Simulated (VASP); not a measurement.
# Ru (a cell with a defect) in VASP: a series of runs, part 2 of 2

VASP 6.6.1.

### Step 3. Single point, PBE

The input, INCAR:

```
PREC = Accurate ; ENCUT = 400
EDIFF = 1E-6 ; ISMEAR = -1
SIGMA = 0.5 ; LREAL = False
LASPH = True ; NELM = 120
ALGO = Normal ; ISIF = 2
LWAVE = False ; LCHARG = True
GGA = PE ; LELF = True
LVHAR = True ; NBANDS = 118
GGA_COMPAT = False
```

The input, KPOINTS:

```
regular mesh
0
Gamma
  4 4 2
```

The input, POSCAR:

```
Ru
1.0
    5.4830553700      0.0000000600      0.0000000000
   -2.7415277300      4.7484652100      0.0000000000
    0.0000000000      0.0000000000      8.7086425000
Ru
15
Direct
    0.1740869500      0.3347033029      0.1255317347
    0.3468702324      0.1665110608      0.3690916236
    0.3469483073      0.1665548644      0.8820111745
    0.1740092701      0.8365724111      0.1255412655
    0.3220982617      0.6564302028      0.3779137793
    0.1412995833      1.2000974503      0.6255664990
    0.3220643955      0.6564310452      0.8731892485
    0.6854876361      0.3475520796      0.1255482700
    0.8350212698      0.1632457890      0.3751999235
    0.6843900474      0.3400890367      0.6255691401
    0.8349977393      0.1632552658      0.8759099940
    0.6677809392      0.8325127773      0.1255356389
    0.8481218487      0.6791870229      0.3822160572
    0.6065189720      0.8007024997      0.6255505379
    0.8481170061      0.6792181908      0.8688986831
```

Potentials or basis: VASP PAW PBE potentials, release 64 (Ru_pv).

Launch:

```console
$ cat potpaw_PBE.64/Ru_pv/POTCAR > POTCAR
$ mpirun -np 1 vasp_std > vasp.out
```

OUTCAR:

```text
PREC = Accurate
   ENCUT = 400
   EDIFF = 1E-6
   ISMEAR = -1
   LREAL = False
   LASPH = True
   NELM = 120
   ISIF = 2
   GGA = PE

 ion  position               nearest neighbor table
   1  0.174  0.335  0.126-   3 2.67   2 2.67   7 2.68   5 2.68  11 2.71   9 2.71   8 2.71  12 2.72
                             4 2.73   4 2.75  12 2.76   8 2.77
   2  0.347  0.167  0.369-   6 2.55   4 2.64   8 2.66   1 2.67   9 2.69  13 2.71   5 2.73  10 2.75
                             5 2.76  13 2.78   9 2.80
   3  0.347  0.167  0.882-   6 2.55   4 2.64   8 2.66   1 2.67  11 2.69  15 2.71   7 2.73  10 2.75
                             7 2.76  15 2.78  11 2.80
   4  0.174  0.837  0.126-   3 2.64   2 2.64   8 2.68   7 2.70   5 2.70  12 2.72  15 2.72  13 2.72
                             1 2.73   1 2.75  12 2.76   8 2.80
   5  0.322  0.656  0.378-  14 2.54  13 2.66   1 2.68   9 2.69   4 2.70   2 2.73  12 2.74   2 2.76
                             9 2.80  13 2.82   6 3.07
   6  0.141  0.200  0.626-   3 2.55   2 2.55  14 2.64  10 2.68  11 2.70   9 2.70  10 2.96  14 2.99
                             7 3.07   5 3.07  15 3.26  13 3.26
   7  0.322  0.656  0.873-  14 2.54  15 2.66   1 2.68  11 2.69   4 2.70   3 2.73  12 2.74   3 2.76
[... 2635 lines left out ...]
  -------------------------------------------------------------------------------------
  Total       -7.0334121     -9.9171552     -7.5826021      0.4546035      0.0168197      0.0233817
  in kB      -49.6993023    -70.0763278    -53.5799734      3.2123064      0.1188512      0.1652188
  external PRESSURE =     -57.7852012 kB  Pullay stress =       0.0000000 kB

 VOLUME and BASIS-vectors are now :
 -----------------------------------------------------------------------------
  energy-cutoff  :      400.00
  volume of cell :      226.74
      direct lattice vectors                 reciprocal lattice vectors
     5.483055370  0.000000060  0.000000000     0.182380065  0.105297182  0.000000000
    -2.741527730  4.748465210  0.000000000    -0.000000002  0.210594360  0.000000000
     0.000000000  0.000000000  8.708642500     0.000000000  0.000000000  0.114828459

 POSITION                                       TOTAL-FORCE (eV/Angst)
 -----------------------------------------------------------------------------------
      0.03693      1.58933      1.09321        -0.001981     -0.064027      0.000750
      1.44541      0.79067      3.21429         0.023052     -0.091425      0.064453
      1.44572      0.79088      7.68112         0.021752     -0.093416     -0.064578
     -1.33938      3.97244      1.09329         0.005627     -0.106400      0.002028
     -0.03354      3.11704      3.29112         0.033843     -0.080560      0.022705
      0.22618      0.95016      5.44783        -0.292654      0.913627     -0.001146
     -0.03373      3.11704      7.60429         0.035318     -0.080019     -0.024460
      2.80574      1.65034      1.09335        -0.021194     -0.039260      0.001374
      4.13093      0.77517      3.26748        -0.038073     -0.075289     -0.065585
      2.82018      1.61490      5.44786        -0.007111     -0.078564     -0.002440
      4.13077      0.77521      7.62799        -0.037577     -0.076839      0.065008
      1.37912      3.95316      1.09325        -0.020037     -0.075415      0.000304
      2.78829      3.22510      3.32858         0.026003     -0.053499      0.000886
      1.13043      3.80211      5.44770         0.245776      0.053260      0.000392
      2.78818      3.22524      7.56693         0.027257     -0.052174      0.000309
 -----------------------------------------------------------------------------------
    total drift:                                0.001115     -0.000015     -0.000970

  FREE ENERGIE OF THE ION-ELECTRON SYSTEM (eV)
  ---------------------------------------------------
  free  energy   TOTEN  =      -141.5651980768 eV

  energy  without entropy=     -127.7251781235  energy(sigma->0) =     -134.64518810
```

stdout:

```text
POSCAR found type information on POSCAR Ru
 POSCAR found :  1 types and      15 ions
 scaLAPACK will be used
 LDA part: xc-table for (Slater+PW92), standard interpolation
 POSCAR, INCAR and KPOINTS ok, starting setup
 FFT: planning ... GRIDC
[... 16 lines left out ...]
|     the parameter NBANDS in file INCAR to ensure that the highest band      |
|     is unoccupied at all k-points. It is always recommended to include      |
|     a few unoccupied bands to accelerate the convergence of                 |
|     molecular-dynamics runs (even for insulators or semiconductors),        |
|     since the presence of unoccupied bands improves wavefunction            |
|     prediction and helps to suppress 'band-crossings'.                      |
|                                                                             |
 -----------------------------------------------------------------------------
```

It took 18 min on 1 thread of Intel Xeon Platinum 8488C (Sapphire Rapids), shared host; peak memory 0.42 GiB.

What came out:

* Free energy: -141.5652 eV
* Pressure: -5.8 GPa
* Largest force: 0.959 eV/Å
* Band gap on the k mesh: zero (bands 105 and 106 overlap by 1.07 eV)

Forces on the atoms (eV/Å):
```
Ru  -0.002 -0.064  0.001
Ru   0.023 -0.091  0.064
Ru   0.022 -0.093 -0.065
Ru   0.006 -0.106  0.002
Ru   0.034 -0.081  0.023
Ru  -0.293  0.914 -0.001
Ru   0.035 -0.080 -0.024
Ru  -0.021 -0.039  0.001
Ru  -0.038 -0.075 -0.066
Ru  -0.007 -0.079 -0.002
Ru  -0.038 -0.077  0.065
Ru  -0.020 -0.075  0.000
Ru   0.026 -0.053  0.001
Ru   0.246  0.053  0.000
Ru   0.027 -0.052  0.000
```

Stress tensor (GPa, compression positive):
```
-4.97  0.32  0.02
 0.32 -7.01  0.01
 0.02  0.01 -5.36
```

Caveat: the k points lie up to 0.36 Å⁻¹ apart, too coarse for converged energies and pressures of a metal; so wide a smearing shifts energies and pressures.
